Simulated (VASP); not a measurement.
# Si2Mo (I4/mmm) in VASP: further runs, part 2 of 2

VASP 6.6.1. Earlier steps stand in the parts before.

### 4 Density of states, PBE+U

POSCAR reads:

```
Si2Mo
1.0
   -1.6000000000      1.6000000000      3.9305000000
    1.6000000000     -1.6000000000      3.9305000000
    1.6000000000      1.6000000000     -3.9305000000
Mo Si
1 2
Direct
    0.0000000000      0.0000000000      0.0000000000
    0.6670000000      0.6670000000      0.0000000000
    0.3330000000      0.3330000000      0.0000000000
```

INCAR.step1 reads:

```
ALGO = Normal
EDIFF = 1E-6
ENCUT = 520
GGA = PE
ISIF = 2
ISMEAR = -1
LASPH = T
LCHARG = T
LDAU = T
LDAUJ = 0 0
LDAUL = 2 -1
LDAUPRINT = 1
LDAUTYPE = 2
LDAUU = 4 0
LMAXMIX = 4
LREAL = F
LWAVE = F
NBANDS = 18
NELM = 150
PREC = Accurate
SIGMA = 0.05
```

KPOINTS.step1 reads:

```
k-points
0
Gamma
  12 12 12
```

INCAR.step2 reads:

```
ALGO = Normal
EDIFF = 1E-6
ENCUT = 520
GGA = PE
ICHARG = 11
ISIF = 2
ISMEAR = -5
LASPH = T
LCHARG = F
LDAU = T
LDAUJ = 0 0
LDAUL = 2 -1
LDAUPRINT = 1
LDAUTYPE = 2
LDAUU = 4 0
LMAXMIX = 4
LORBIT = 11
LREAL = F
LWAVE = F
NEDOS = 1001
NELM = 150
PREC = Accurate
SIGMA = 0.05
```

KPOINTS.step2 reads:

```
k-points
0
Gamma
  18 18 18
```

Started as:

```console
cat potpaw_PBE.64/Mo_sv/POTCAR potpaw_PBE.64/Si/POTCAR > POTCAR
cp INCAR.step1 INCAR
cp KPOINTS.step1 KPOINTS
mpirun -np 1 vasp_std > vasp.out
cp INCAR.step2 INCAR
cp KPOINTS.step2 KPOINTS
mpirun -np 1 vasp_std > vasp.out
```

Wall time 2.3 min (1 thread of Intel Xeon 6975P-C (Granite Rapids), shared host); peak memory 0.42 GiB.

Results (log left out):

```
Valence electrons inside the program's atomic spheres : Mo 12.62; Si 1.62
```

Levels at points of the mesh, in eV from the Fermi level:
```
           k point  band 9  band 10  band 11  band 12  band 13  band 14
(0.00, 0.00, 0.00)   -2.71    -2.56     0.24     3.03     3.08     3.58
(0.50, 0.00, 0.00)   -2.62    -2.42    -0.59     2.74     2.99     4.08
(0.50, 0.50, 0.00)   -4.46    -3.12    -1.21     2.96     2.96     2.96
(0.50, 0.50, 0.50)   -0.66    -0.66    -0.56    -0.56     0.38     4.58
```

Eigenvalues of the final occupation matrices:
```csv
site,spin,trace,eigenvalues
site 1 d,1,2.09,0.28 0.35 0.48 0.48 0.50
site 1 d,2,2.09,0.28 0.35 0.48 0.48 0.50
```

Caveat: U without spin polarisation on a metal has little footing; the U is typed as a test and isn't derived for this compound; tetrahedron occupations give inexact forces and stress in metals.

### 5 Density of states, PBE+U

POSCAR is that of step 4.

INCAR.step1 reads:

```
ALGO = Normal
EDIFF = 1E-6
ENCUT = 520
GGA = PE
ISIF = 2
ISMEAR = -1
LASPH = True
LCHARG = True
LDAU = True
LDAUJ = 0 0
LDAUL = 2 -1
LDAUPRINT = 1
LDAUTYPE = 2
LDAUU = 5 0
LMAXMIX = 4
LREAL = False
LWAVE = False
NBANDS = 18
NELM = 150
PREC = Accurate
SIGMA = 0.05
```

KPOINTS.step1 is that of step 4.

INCAR.step2 reads:

```
ALGO = Normal
EDIFF = 1E-6
ENCUT = 520
GGA = PE
ICHARG = 11
ISIF = 2
ISMEAR = -5
LASPH = True
LCHARG = False
LDAU = True
LDAUJ = 0 0
LDAUL = 2 -1
LDAUPRINT = 1
LDAUTYPE = 2
LDAUU = 5 0
LMAXMIX = 4
LORBIT = 11
LREAL = False
LWAVE = False
NBANDS = 18
NEDOS = 1001
NELM = 150
PREC = Accurate
SIGMA = 0.05
```

KPOINTS.step2 is that of step 4.

Potentials or basis: VASP PAW PBE potentials, release 64 (Mo_sv, Si).

Started as:

```console
cat potpaw_PBE.64/Mo_sv/POTCAR potpaw_PBE.64/Si/POTCAR > POTCAR
cp INCAR.step1 INCAR
cp KPOINTS.step1 KPOINTS
mpirun -np 1 vasp_std > vasp.out
cp INCAR.step2 INCAR
cp KPOINTS.step2 KPOINTS
mpirun -np 1 vasp_std > vasp.out
```

OUTCAR:

```text
EDIFF = 1E-6
   ENCUT = 520
   GGA = PE
   ICHARG = 11
   ISIF = 2
   ISMEAR = -5
   LASPH = True
   LORBIT = 11
   LREAL = False
   NELM = 150
   PREC = Accurate

 ion  position               nearest neighbor table
   1  0.000  0.000  0.000-   2 2.62   3 2.62   2 2.62   3 2.62   2 2.62   3 2.62   3 2.62   2 2.62
                             2 2.62   3 2.62
   2  0.667  0.667  0.000-   3 2.61   3 2.61   3 2.61   3 2.61   1 2.62   1 2.62   1 2.62   1 2.62
                             1 2.62   3 2.63
   3  0.333  0.333  0.000-   2 2.61   2 2.61   2 2.61   2 2.61   1 2.62   1 2.62   1 2.62   1 2.62
[... 746 lines left out ...]
  Total        1.5147290      1.5147290      1.1497974      0.0000000     -0.0000000     -0.0000000
  in kB       60.2972846     60.2972846     45.7703417      0.0000000     -0.0000000     -0.0000000
  external PRESSURE =      55.4549703 kB  Pullay stress =       0.0000000 kB

 VOLUME and BASIS-vectors are now :
 -----------------------------------------------------------------------------
  energy-cutoff  :      520.00
  volume of cell :       40.25
      direct lattice vectors                 reciprocal lattice vectors
    -1.600000000  1.600000000  3.930500000     0.000000000  0.312500000  0.127210279
     1.600000000 -1.600000000  3.930500000     0.312500000  0.000000000  0.127210279
     1.600000000  1.600000000 -3.930500000     0.312500000  0.312500000  0.000000000

 POSITION                                       TOTAL-FORCE (eV/Angst)
 -----------------------------------------------------------------------------------
      0.00000      0.00000      0.00000         0.000000      0.000000     -0.000000
      0.00000      0.00000      5.24329        -0.000000     -0.000000     -0.460772
      0.00000      0.00000      2.61771        -0.000000     -0.000000      0.460772
 -----------------------------------------------------------------------------------
    total drift:                                0.000000     -0.000000      0.000000

  FREE ENERGIE OF THE ION-ELECTRON SYSTEM (eV)
  ---------------------------------------------------
  free  energy   TOTEN  =       -17.3094274515 eV

  energy  without entropy=      -17.3094274515  energy(sigma->0) =      -17.30942745

 total charge

# of ion       s       p       d       tot
------------------------------------------
    1        2.292   6.215   4.098  12.605
    2        0.742   0.880   0.000   1.622
    3        0.742   0.880   0.000   1.622
--------------------------------------------------
tot          3.775   7.975   4.098  15.848
```

Wall time 2.7 min (1 thread of Intel Xeon 6975P-C (Granite Rapids), shared host); peak memory 0.45 GiB.

Results:

```yaml
Valence_electrons_inside_the_program's_atomic_spheres: Mo 12.61; Si 1.62
```

Eigenvalues of the final occupation matrices:
```tsv
site	spin	trace	eigenvalues
site 1 d	1	2.08	0.27 0.34 0.48 0.48 0.51
site 1 d	2	2.08	0.27 0.34 0.48 0.48 0.51
```

Caveat: U without spin polarisation on a metal has little footing; the U is typed as a test and isn't derived for this compound; tetrahedron occupations give inexact forces and stress in metals.

### 6 Density of states, PBE+U

POSCAR is that of step 5.

INCAR.step1 reads:

```
PREC = Accurate ; ENCUT = 520
EDIFF = 1E-7 ; ISMEAR = -1
SIGMA = 0.05 ; LREAL = False
LASPH = True ; NELM = 150
ALGO = Normal ; ISIF = 2
LWAVE = False ; LCHARG = True
LMAXMIX = 4 ; LDAU = True
LDAUTYPE = 2 ; LDAUL = 2 -1
LDAUU = 6 0 ; LDAUJ = 0 0
LDAUPRINT = 1 ; GGA = PE
NBANDS = 18
```

KPOINTS.step1 reads:

```
regular mesh
0
Gamma
  12 12 12
```

INCAR.step2 reads:

```
PREC = Accurate ; ENCUT = 520
EDIFF = 1E-7 ; ISMEAR = -5
SIGMA = 0.05 ; LREAL = False
LASPH = True ; NELM = 150
ALGO = Normal ; ISIF = 2
LWAVE = False ; LCHARG = False
LMAXMIX = 4 ; LDAU = True
LDAUTYPE = 2 ; LDAUL = 2 -1
LDAUU = 6 0 ; LDAUJ = 0 0
LDAUPRINT = 1 ; GGA = PE
LORBIT = 10 ; NEDOS = 1001
ICHARG = 11
```

KPOINTS.step2 reads:

```
regular mesh
0
Gamma
  18 18 18
```

Potentials or basis: VASP PAW PBE potentials, release 64 (Mo_sv, Si).

Started as:

```console
cat potpaw_PBE.64/Mo_sv/POTCAR potpaw_PBE.64/Si/POTCAR > POTCAR
cp INCAR.step1 INCAR
cp KPOINTS.step1 KPOINTS
mpirun -np 1 vasp_std > vasp.out
cp INCAR.step2 INCAR
cp KPOINTS.step2 KPOINTS
mpirun -np 1 vasp_std > vasp.out
```

Run time: 2.5 min. Hardware: 1 thread of Intel Xeon 6975P-C (Granite Rapids), shared host; peak memory 0.42 GiB.

The run converged. Its results:

```
Valence electrons inside the program's atomic spheres : Mo 12.60; Si 1.62
```

Levels at points of the mesh, in eV from the Fermi level:
```tsv
k point	band 7	band 8	band 9	band 10	band 11	band 12	band 13	band 14	band 15
(0.00, 0.00, 0.00)	-3.47	-2.69	-2.69	-2.18	0.15	3.06	3.12	3.62	3.62
(0.50, 0.00, 0.00)	-4.78	-4.48	-2.68	-2.22	-0.60	3.04	3.12	4.19	4.25
(0.50, 0.50, 0.00)	-5.71	-5.26	-4.38	-3.12	-1.19	3.00	3.18	3.21	3.47
(0.50, 0.50, 0.50)	-2.76	-1.86	-0.66	-0.66	-0.52	-0.52	0.27	4.62	5.29
```

Eigenvalues of the final occupation matrices:
```
    site  spin  trace               eigenvalues
site 1 d     1   2.07  0.26 0.33 0.48 0.48 0.51
site 1 d     2   2.07  0.26 0.33 0.48 0.48 0.51
```

Caveat: U without spin polarisation on a metal has little footing; the U is typed as a test and isn't derived for this compound; tetrahedron occupations give inexact forces and stress in metals.
